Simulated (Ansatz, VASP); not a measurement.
# One calculation of GaSb, two programs

```
CELL_PARAMETERS angstrom
0.00000 3.16906 3.10692
3.16906 0.00000 3.10692
3.16906 3.16906 0.00000
ATOMIC_POSITIONS crystal
Ga 0.00000 0.00000 0.00000
Sb 0.75000 0.75000 0.75000
```

Change from the starting cell: strain +0.0200 x Voigt [1, 1, 0, 0, 0, 0], atoms carried along.

Alike in both runs: task single point; functional PBE; k mesh 16 × 16 × 16; occupations gaussian, width 0.15 eV; no spin polarisation.

```csv
,VASP,Ansatz
version,VASP 6.6.1,Ansatz 0.2.0
potentials or method,"VASP PAW PBE potentials, release 64 (Ga_d, Sb), cutoff 520 eV","scalar-relativistic, plane waves, PAW"
valence electrons in the cell,18,28
```

|  | VASP | Ansatz | Ansatz less VASP |
| --- | --- | --- | --- |
| pressure (GPa) | -1.6 | -1.6 | -0.06 |
| traceless stress, the component that is largest in VASP (GPa) | 0.52 | 0.52 | +0.001 |

VASP's potentials hold 18 valence electrons a cell and Ansatz's 28, so a difference there can come from the potentials and not from the codes.

Neither program's run includes spin-orbit coupling.
